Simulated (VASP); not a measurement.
# Ta: single point with PBE

Ta:

```xyz
1
Lattice="-1.6607 1.6607 1.6607 1.6607 -1.6607 1.6607 1.6607 1.6607 -1.6607" Properties=species:S:1:pos:R:3 pbc="T T T"
Ta    0.0000    0.0000    0.0000
```

```
Program                : VASP 6.6.1
Task                   : single point
Functional             : PBE
Potentials or basis    : VASP PAW PBE potentials, release 64 (Ta_pv)
Cutoff                 : 520 eV
k mesh                 : 3 × 3 × 3
Occupations            : fermi-dirac, width 0.1 eV
Spin                   : no spin polarisation
Dipole correction      : no
Further INCAR settings : ALGO = Normal; EDIFF = 1e-06; NBANDS = 12
```

* Pressure: -1.1 GPa

Levels at points of the mesh, in eV from the Fermi level:
```tsv
k point	band 1	band 2	band 3	band 4	band 5	band 6	band 7	band 8	band 9	band 10
(0.00, 0.00, 0.00)	-33.20	-33.20	-33.20	-7.84	0.71	0.71	0.71	3.93	3.93	14.56
```

Run time: 6.4 s on 1 thread of AMD EPYC 7R13 (shared host), peak memory 0.1 GiB.

Caveat: the k points lie up to 0.89 Å⁻¹ apart; spin-orbit coupling is left out, which moves the levels of the heavy elements.
